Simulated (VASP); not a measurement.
# MgS (P6_3/mmc) in VASP: notebook

Runs on MgS. Level: PBE. Tasks: single point.

Program: VASP 6.6.1. These are calculated values, not measurements. Logs are shortened: lines on timing, memory, paths and dates and some standing lists are left out, and cuts for length are marked.

## Step 1: The cell of the first run

It takes space group P6_3/mmc (No. 194, hexagonal). Conventional cell: a = 4.231 Å, b = 4.231 Å, c = 5.212 Å, α = 90.00°, β = 90.00°, γ = 120.00°. Mg (site symmetry -6m2) has 5 S at 2.44 to 2.61 Å within 3.2 Å. Within 3.2 Å of S (site symmetry -6m2) lie 5 Mg at 2.44 to 2.61 Å.

## Step 2: Single point, PBE (volume changed by -6%)

INCAR

```
PREC     = Accurate       # precision mode
ENCUT    = 520            # plane-wave cutoff, eV
EDIFF    = 1E-6           # SCF threshold, eV
ISMEAR   = 0              # smearing method
SIGMA    = 0.01           # smearing width, eV
LREAL    = F              # projectors in reciprocal space
LASPH    = T              # aspherical terms in the spheres
NELM     = 100            # most SCF steps
ALGO     = Normal         # electronic algorithm
ISIF     = 2              # what is computed and relaxed
LWAVE    = F              # write WAVECAR
LCHARG   = F              # write CHGCAR
GGA      = PE             # functional
NBANDS   = 16             # bands
```

KPOINTS

```
regular mesh
0
Gamma
  6 6 4
```

POSCAR

```
MgS
1.0
    4.2307901944      0.0000000000      0.0000000000
   -2.1153950972      3.6639717864      0.0000000000
    0.0000000000      0.0000000000      5.2116834447
Mg S
2 2
Direct
    0.3333333333      0.6666666667      0.2500000000
    0.6666666667      0.3333333333      0.7500000000
    0.6666666667      0.3333333333      0.2500000000
    0.3333333333      0.6666666667      0.7500000000
```

Potentials or basis: VASP PAW PBE potentials, release 64 (Mg, S).

On the command line:

```
$ cat potpaw_PBE.64/Mg/POTCAR potpaw_PBE.64/S/POTCAR > POTCAR
$ mpirun -np 1 vasp_std > vasp.out
```

OUTCAR:

```text
PREC = Accurate
   ENCUT = 520
   EDIFF = 1E-6
   ISMEAR = 0
   LREAL = F
   LASPH = T
   NELM = 100
   ISIF = 2
   GGA = PE

 ion  position               nearest neighbor table
   1  0.333  0.667  0.250-   3 2.44   3 2.44   3 2.44   4 2.61   4 2.61   2 3.57   2 3.57   2 3.57
                             2 3.57   2 3.57   2 3.57
   2  0.667  0.333  0.750-   4 2.44   4 2.44   4 2.44   3 2.61   3 2.61   1 3.57   1 3.57   1 3.57
                             1 3.57   1 3.57   1 3.57
   3  0.667  0.333  0.250-   1 2.44   1 2.44   1 2.44   2 2.61   2 2.61
   4  0.333  0.667  0.750-   2 2.44   2 2.44   2 2.44   1 2.61   1 2.61

  LATTYP: Found a hexagonal cell.
 ALAT       =     4.2307901944
 C/A-ratio  =     1.2318463467

  Lattice vectors:

 A1 = (   4.2307901944,   0.0000000000,   0.0000000000)
 A2 = (  -2.1153950972,   3.6639717864,   0.0000000000)
 A3 = (   0.0000000000,   0.0000000000,   5.2116834447)

Analysis of symmetry for initial positions (statically):
=====================================================================
 Subroutine PRICEL returns:
 Original cell was already a primitive cell.

 Routine SETGRP: Setting up the symmetry group for a
 hexagonal supercell.

 Subroutine GETGRP returns: Found 24 space group operations
 (whereof 12 operations were pure point group operations)
 out of a pool of 24 trial point group operations.

The static configuration has the point symmetry D_3d.
 The point group associated with its full space group is D_6h.

Analysis of symmetry for dynamics (positions and initial velocities):
=====================================================================
 Subroutine PRICEL returns:
 Original cell was already a primitive cell.

 Routine SETGRP: Setting up the symmetry group for a
 hexagonal supercell.

 Subroutine GETGRP returns: Found 24 space group operations
 (whereof 12 operations were pure point group operations)
 out of a pool of 24 trial point group operations.

The dynamic configuration has the point symmetry D_3d.
 The point group associated with its full space group is D_6h.

 Subroutine INISYM returns: Found 24 space group operations
 (whereof 12 operations are pure point group operations),
 and found     1 'primitive' translations

----------------------------------------------------------------------------------------

                                     Primitive cell

  volume of cell :      80.7889

  direct lattice vectors                    reciprocal lattice vectors
     4.230790194  0.000000000  0.000000000     0.236362465  0.136463933  0.000000000
    -2.115395097  3.663971786  0.000000000     0.000000000  0.272927866  0.000000000
     0.000000000  0.000000000  5.211683445     0.000000000  0.000000000  0.191876581

  length of vectors
     4.230790194  4.230790194  5.211683445     0.272927866  0.272927866  0.191876581

  position of ions in fractional coordinates (direct lattice)
     0.333333333  0.666666667  0.250000000
     0.666666667  0.333333333  0.750000000
     0.666666667  0.333333333  0.250000000
     0.333333333  0.666666667  0.750000000

  ion indices of the primitive-cell ions
   primitive index   ion index
                 1           1
                 2           2
                 3           3
                 4           4

----------------------------------------------------------------------------------------

 KPOINTS: regular mesh

Automatic generation of k-mesh.
 Grid dimensions read from file:
 generate k-points for:    6    6    4

 Generating k-lattice:

  Cartesian coordinates                     Fractional coordinates (reciprocal lattice)
     0.039393744  0.022743989  0.000000000     0.166666667  0.000000000  0.000000000
     0.000000000  0.045487978  0.000000000     0.000000000  0.166666667  0.000000000
     0.000000000  0.000000000  0.047969145     0.000000000  0.000000000  0.250000000

  Length of vectors
     0.045487978  0.045487978  0.047969145

  Shift w.r.t. Gamma in fractional coordinates (k-lattice)
     0.000000000  0.000000000  0.000000000

 Subroutine IBZKPT returns following result:
 ===========================================

 Found     21 irreducible k-points:

 Following reciprocal coordinates:
            Coordinates               Weight
  0.000000  0.000000  0.000000      1.000000
  0.166667  0.000000  0.000000      6.000000
  0.333333  0.000000  0.000000      6.000000
  0.500000  0.000000  0.000000      3.000000
  0.166667  0.166667  0.000000      6.000000
  0.333333  0.166667  0.000000     12.000000
[... 13 lines left out ...]
  0.333333  0.166667  0.500000     12.000000
  0.333333  0.333333  0.500000      2.000000
   k-points           NKPTS =     21   k-points in BZ     NKDIM =     21   number of bands    NBANDS=     16
   number of dos      NEDOS =    301   number of ions     NIONS =      4
   total plane-waves  NPLWV =  40960
   dimension x,y,z NGX =    32 NGY =   32 NGZ =   40
   dimension x,y,z NGXF=    64 NGYF=   64 NGZF=   80
   ions per type =               2   2
   NGX,Y,Z   is equivalent  to a cutoff of  12.57, 12.57, 12.76 a.u.
   NGXF,Y,Z  is equivalent  to a cutoff of  25.15, 25.15, 25.52 a.u.
 SYSTEM =  unknown system
   PREC   = accura    normal or accurate (medium, high low for compatibility)
   ISTART =      0    job   : 0-new  1-cont  2-samecut
   ICHARG =      2    charge: 1-file 2-atom 10-const
   ISPIN  =      1    spin polarized calculation?
   LNONCOLLINEAR =      F non collinear calculations
   LSORBIT =      F    spin-orbit coupling
   LASPH  =      T    aspherical Exc in radial PAW
   ENCUT  =  520.0 eV  38.22 Ry    6.18 a.u.   7.87  7.87  9.69*2*pi/ulx,y,z
   NELM   =    100;   NELMIN=  2; NELMDL= -5     # of ELM steps
   EDIFF  = 0.1E-05   stopping-criterion for ELM
   LREAL  =      F    real-space projection
   EDIFFG = 0.1E-04   stopping-criterion for IOM
   NSW    =      0    number of steps for IOM
   IBRION =     -1    ionic relax: 0-MD 1-quasi-New 2-CG
   NFREE  =      0    steps in history (QN), initial steepest desc. (CG)
   ISIF   =      2    stress and relaxation
   ISYM   =      2    0-nonsym 1-usesym 2-fastsym
   POTIM  = 0.5000    time-step for ionic-motion
   TEBEG  =    0.0;   TEEND  =   0.0 temperature during run
   PSTRESS=    0.0 pullay stress
   NELECT =      16.0000    total number of electrons
   NUPDOWN=      -1.0000    fix difference up-down
   EMIN   =  10.00;   EMAX   =-10.00  energy-range for DOS
   EFERMI =   0.00;   METHOD = LEGACY
   ISMEAR =     0;   SIGMA  =   0.01  broadening in eV -4-tet -1-fermi 0-gaus
   EFERMI_NEDOS =   21; number of points for ismear=-14 and -15
   IALGO  =     38    algorithm
   IMIX   =      4    mixing-type and parameters
     AMIX     =   0.40;   BMIX     =  1.00
     AMIX_MAG =   1.60;   BMIX_MAG =  1.00
  volume/ion in A,a.u.               =      20.20       136.30
  Fermi-wavevector in a.u.,A,eV,Ry     =   0.954255  1.803280 12.389491  0.910602
  Thomas-Fermi vector in A             =   2.082984
   LORBIT       =      0    0 simple, 1 ext, 2 COOP (PROOUT), +10 PAW based schemes
   GGA     = PE    functional components
   LHFCALC =     F    Hartree Fock is set to
   AEXX    =    0.0000 exact exchange contribution
   IVDW    =     0    specifies the selected vdW correction
   LEPSILON=     F    determine dielectric tensor
   LRPA    =     F    only Hartree local field effects (RPA)
 non-spin polarized calculation
 Gauss-broadening in eV      SIGMA  =   0.01
  energy-cutoff  :      520.00
  volume of cell :       80.79
 maximum number of plane-waves:      2196
 NGX is ok and might be reduce to    32
   NGX = 15   NGY = 15   NGZ = 19

 number of electron      16.0000001 magnetization

 Free energy of the ion-electron system (eV)
  ---------------------------------------------------
  ext. energy  EPLUGINS =         0.00000000
  ---------------------------------------------------
  free energy    TOTEN  =       -16.82026780 eV

  energy without entropy =      -16.82026780  energy(sigma->0) =      -16.82026780

 E-fermi :   2.7987     XC(G=0):  -8.8598

 val. band max:        2.7391572926   @ k =   0.0000   0.0000   0.0000
 cond. band min:       5.8380524053   @ k =   0.0000   0.0000   0.0000
 fundamental gap:      3.0988951127
 Fermi energy:         2.7986526908

 k-point     1 :       0.0000    0.0000    0.0000
  band No.  band energies     occupation
      1      -9.8223      2.00000
      2      -8.2193      2.00000
      3      -1.3252      2.00000
      4       0.6119      2.00000
      5       0.6119      2.00000
      6       1.8065      2.00000
[... 8 lines left out ...]
     15      10.6456      0.00000
     16      10.6456      0.00000

 k-point     2 :       0.1667    0.0000    0.0000
  band No.  band energies     occupation
      1      -9.6843      2.00000
      2      -8.2440      2.00000
      3      -1.1332      2.00000
      4       0.0831      2.00000
      5       0.3997      2.00000
      6       1.2198      2.00000
[... 8 lines left out ...]
     15      10.3848      0.00000
     16      11.2514      0.00000

 k-point     3 :       0.3333    0.0000    0.0000
  band No.  band energies     occupation
      1      -9.3338      2.00000
      2      -8.3650      2.00000
      3      -0.7468      2.00000
      4      -0.6080      2.00000
      5       0.0728      2.00000
      6       0.4152      2.00000
[... 8 lines left out ...]
     15      10.8736      0.00000
     16      12.8414      0.00000

 k-point     4 :       0.5000    0.0000    0.0000
  band No.  band energies     occupation
      1      -9.0586      2.00000
      2      -8.5247      2.00000
      3      -1.0893      2.00000
      4      -0.1362      2.00000
      5      -0.0630      2.00000
      6       0.0934      2.00000
[... 8 lines left out ...]
     15      13.0178      0.00000
     16      13.3389      0.00000
[... 267 lines left out ...]
 k-point    19 :       0.1667    0.1667    0.5000
  band No.  band energies     occupation
      1      -8.8929      2.00000
      2      -8.8929      2.00000
      3      -1.0275      2.00000
      4      -1.0275      2.00000
      5       0.6915      2.00000
      6       0.6915      2.00000
[... 8 lines left out ...]
     15      11.0352      0.00000
     16      11.0352      0.00000

 k-point    20 :       0.3333    0.1667    0.5000
  band No.  band energies     occupation
      1      -8.7474      2.00000
      2      -8.7474      2.00000
      3      -1.5112      2.00000
      4      -1.5112      2.00000
      5       0.3009      2.00000
      6       0.3009      2.00000
[... 8 lines left out ...]
     15      11.8274      0.00000
     16      11.8274      0.00000

 k-point    21 :       0.3333    0.3333    0.5000
  band No.  band energies     occupation
      1      -8.6976      2.00000
      2      -8.6976      2.00000
      3      -1.5206      2.00000
      4      -1.5206      2.00000
      5      -0.1216      2.00000
      6      -0.1216      2.00000
[... 8 lines left out ...]
     15      11.3516      0.00000
     16      11.3516      0.00000

------------------------ aborting loop because EDIFF is reached ----------------------------------------

  FORCE on cell =-STRESS in cart. coord.  units (eV):
  Direction    XX          YY          ZZ          XY          YZ          ZX
  --------------------------------------------------------------------------------------
  -------------------------------------------------------------------------------------
  Total        2.0778749      2.0778749      1.9115706      0.0000000     -0.0000000      0.0000000
  in kB       41.2076975     41.2076975     37.9096063      0.0000000     -0.0000000      0.0000000
  external PRESSURE =      40.1083338 kB  Pullay stress =       0.0000000 kB

 VOLUME and BASIS-vectors are now :
 -----------------------------------------------------------------------------
  energy-cutoff  :      520.00
  volume of cell :       80.79
      direct lattice vectors                 reciprocal lattice vectors
     4.230790194  0.000000000  0.000000000     0.236362465  0.136463933  0.000000000
    -2.115395097  3.663971786  0.000000000     0.000000000  0.272927866  0.000000000
     0.000000000  0.000000000  5.211683445     0.000000000  0.000000000  0.191876581

 POSITION                                       TOTAL-FORCE (eV/Angst)
 -----------------------------------------------------------------------------------
     -0.00000      2.44265      1.30292         0.000000     -0.000000     -0.000000
      2.11540      1.22132      3.90876        -0.000000      0.000000      0.000000
      2.11540      1.22132      1.30292         0.000000     -0.000000      0.000000
     -0.00000      2.44265      3.90876        -0.000000      0.000000      0.000000
 -----------------------------------------------------------------------------------
    total drift:                               -0.000000      0.000000      0.000000

  FREE ENERGIE OF THE ION-ELECTRON SYSTEM (eV)
  ---------------------------------------------------
  free  energy   TOTEN  =       -16.8202678011 eV

  energy  without entropy=      -16.8202678011  energy(sigma->0) =      -16.82026780
```

It took 19 s on 1 thread of Intel Xeon 6975P-C, shared host; peak memory 0.2 GiB.

What came out:

| Property | Result |
| --- | --- |
| Free energy | -16.8203 eV |
| Pressure | 4.0 GPa |
| Band gap on the k mesh | 3.10 eV, direct |

Stress tensor (GPa, compression positive):
```
4.12 0.00 0.00
0.00 4.12 0.00
0.00 0.00 3.79
```

Levels at points of the mesh, in eV from the valence-band top:
| k point | band 5 | band 6 | band 7 | band 8 | band 9 | band 10 | band 11 | band 12 |
| --- | --- | --- | --- | --- | --- | --- | --- | --- |
| (0.00, 0.00, 0.00) | -2.13 | -0.93 | -0.93 | 0.00 | 3.10 | 3.20 | 6.05 | 6.05 |
| (0.50, 0.00, 0.00) | -2.80 | -2.65 | -1.71 | -0.84 | 3.34 | 5.48 | 6.10 | 6.41 |
| (0.00, 0.00, 0.50) | -1.57 | -1.57 | -1.57 | -1.57 | 4.75 | 4.75 | 5.98 | 5.98 |
| (0.50, 0.00, 0.50) | -2.00 | -2.00 | -0.91 | -0.91 | 4.53 | 4.53 | 6.52 | 6.52 |

Caveat: the cell differs from its parent crystal (volume changed by -6%). A k mesh can miss the band edges.

## Step 3: Single point, PBE (volume changed by -3%)

INCAR

```
  PREC = Accurate
  ENCUT = 520
  EDIFF = 1E-6
  ISMEAR = 0
  SIGMA = 0.01
  LREAL = F
  LASPH = T
  NELM = 60
  ALGO = Normal
  ISIF = 2
  LWAVE = F
  LCHARG = T
  GGA = PE
  LELF = T
  LVHAR = T
  NBANDS = 16
```

KPOINTS

```
Automatic mesh
0
Gamma
  6 6 4
```

POSCAR

```
MgS
1.0
    4.2753281010      0.0000000000      0.0000000000
   -2.1376640505      3.7025427450      0.0000000000
    0.0000000000      0.0000000000      5.2665473022
Mg S
2 2
Direct
    0.3333333333      0.6666666667      0.2500000000
    0.6666666667      0.3333333333      0.7500000000
    0.6666666667      0.3333333333      0.2500000000
    0.3333333333      0.6666666667      0.7500000000
```

Potentials or basis: VASP PAW PBE potentials, release 64 (Mg, S).

On the command line:

```
$ cat potpaw_PBE.64/Mg/POTCAR potpaw_PBE.64/S/POTCAR > POTCAR
$ mpirun -np 1 vasp_std > vasp.out
```

It took 19 s on 1 thread of Intel Xeon 6975P-C, shared host; peak memory 0.2 GiB.

It converged, with:

```
Free energy            : -16.8666 eV
Pressure               : 1.8 GPa
Band gap on the k mesh : 3.04 eV, direct
```

Stress tensor (GPa, compression positive):
```
1.81 0.00 0.00
0.00 1.81 0.00
0.00 0.00 1.65
```

Levels at points of the mesh, in eV from the valence-band top:
```tsv
k point	band 5	band 6	band 7	band 8	band 9	band 10	band 11	band 12
(0.00, 0.00, 0.00)	-2.05	-0.89	-0.89	0.00	3.04	3.05	6.03	6.03
(0.50, 0.00, 0.00)	-2.70	-2.57	-1.63	-0.81	3.35	5.34	6.11	6.46
(0.00, 0.00, 0.50)	-1.50	-1.50	-1.50	-1.50	4.66	4.66	5.98	5.98
(0.50, 0.00, 0.50)	-1.92	-1.92	-0.86	-0.86	4.51	4.51	6.46	6.46
```

Caveat: the cell differs from its parent crystal (volume changed by -3%).

## Step 4: Single point, PBE

This run uses another cell than the first one, of 21.49 Å³/atom, 1.064 times its volume.

INCAR

```
SYSTEM = MgS
ALGO     = Normal         ! electronic algorithm
EDIFF    = 1E-6           ! SCF threshold, eV
ENCUT    = 520            ! plane-wave cutoff, eV
GGA      = PE             ! functional
ISIF     = 2              ! what is computed and relaxed
ISMEAR   = 0              ! smearing method
LASPH    = .TRUE.         ! aspherical terms in the spheres
LCHARG   = .FALSE.        ! write CHGCAR
LREAL    = .FALSE.        ! projectors in reciprocal space
LWAVE    = .FALSE.        ! write WAVECAR
NBANDS   = 16             ! bands
NELM     = 80             ! most SCF steps
PREC     = Accurate       ! precision mode
SIGMA    = 0.01           ! smearing width, eV
```

KPOINTS

```
k-points
0
G
  6 6 4
  0 0 0
```

POSCAR

```
MgS
1.0
    4.3189569112      0.0000000000      0.0000000000
   -2.1594784556      3.7403264030      0.0000000000
    0.0000000000      0.0000000000      5.3202912927
Mg S
2 2
Direct
    0.3333333333      0.6666666667      0.2500000000
    0.6666666667      0.3333333333      0.7500000000
    0.6666666667      0.3333333333      0.2500000000
    0.3333333333      0.6666666667      0.7500000000
```

On the command line:

```
$ cat potpaw_PBE.64/Mg/POTCAR potpaw_PBE.64/S/POTCAR > POTCAR
$ mpirun -np 1 vasp_std > vasp.out
```

Run time: 18 s. Hardware: 1 thread of Intel Xeon 6975P-C, shared host; peak memory 0.2 GiB.

Results (log left out):

```
Free energy            : -16.8794 eV
Pressure               : -0.2 GPa
Band gap on the k mesh : 2.91 eV, direct
```

Levels at points of the mesh, in eV from the valence-band top:
```
           k point  band 5  band 6  band 7  band 8  band 9  band 10  band 11  band 12
(0.00, 0.00, 0.00)   -1.97   -0.85   -0.85    0.00    2.91     2.97     6.01     6.01
(0.50, 0.00, 0.00)   -2.60   -2.51   -1.56   -0.79    3.36     5.21     6.12     6.51
(0.00, 0.00, 0.50)   -1.44   -1.44   -1.44   -1.44    4.57     4.57     5.97     5.97
(0.50, 0.00, 0.50)   -1.85   -1.85   -0.82   -0.82    4.48     4.48     6.40     6.40
```

## Step 5: Single point, PBE (volume changed by +3%)

INCAR

```
PREC = Accurate ; ENCUT = 520
EDIFF = 1E-6 ; ISMEAR = 0
SIGMA = 0.01 ; LREAL = False
LASPH = True ; NELM = 80
ALGO = Normal ; ISIF = 2
LWAVE = False ; LCHARG = False
GGA = PE ; NBANDS = 16
```

KPOINTS

```
regular mesh
0
Gamma
  6 6 4
```

POSCAR

```
MgS
1.0
    4.3617216420      0.0000000000      0.0000000000
   -2.1808608210      3.7773617463      0.0000000000
    0.0000000000      0.0000000000      5.3729708702
Mg S
2 2
Direct
    0.3333333333      0.6666666667      0.2500000000
    0.6666666667      0.3333333333      0.7500000000
    0.6666666667      0.3333333333      0.2500000000
    0.3333333333      0.6666666667      0.7500000000
```

On the command line:

```
$ cat potpaw_PBE.64/Mg/POTCAR potpaw_PBE.64/S/POTCAR > POTCAR
$ mpirun -np 1 vasp_std > vasp.out
```

Wall time 19 s (1 thread of Intel Xeon 6975P-C, shared host); peak memory 0.2 GiB.

The run converged. Its results:

```yaml
Free_energy: -16.8632 eV
Pressure: -1.8 GPa
Band_gap_on_the_k_mesh: 2.78 eV, direct
```

Stress tensor (GPa, compression positive):
```
-1.87  0.00  0.00
 0.00 -1.87  0.00
 0.00  0.00 -1.77
```

Levels at points of the mesh, in eV from the valence-band top:
| k point | band 5 | band 6 | band 7 | band 8 | band 9 | band 10 | band 11 | band 12 |
| --- | --- | --- | --- | --- | --- | --- | --- | --- |
| (0.00, 0.00, 0.00) | -1.90 | -0.82 | -0.82 | 0.00 | 2.78 | 2.91 | 5.99 | 5.99 |
| (0.50, 0.00, 0.00) | -2.50 | -2.44 | -1.49 | -0.76 | 3.37 | 5.08 | 6.13 | 6.55 |
| (0.00, 0.00, 0.50) | -1.39 | -1.39 | -1.39 | -1.39 | 4.47 | 4.47 | 5.97 | 5.97 |
| (0.50, 0.00, 0.50) | -1.78 | -1.78 | -0.78 | -0.78 | 4.46 | 4.46 | 6.34 | 6.34 |

Caveat: the cell differs from its parent crystal (volume changed by +3%).

(Part 1 of 2 ends here.)
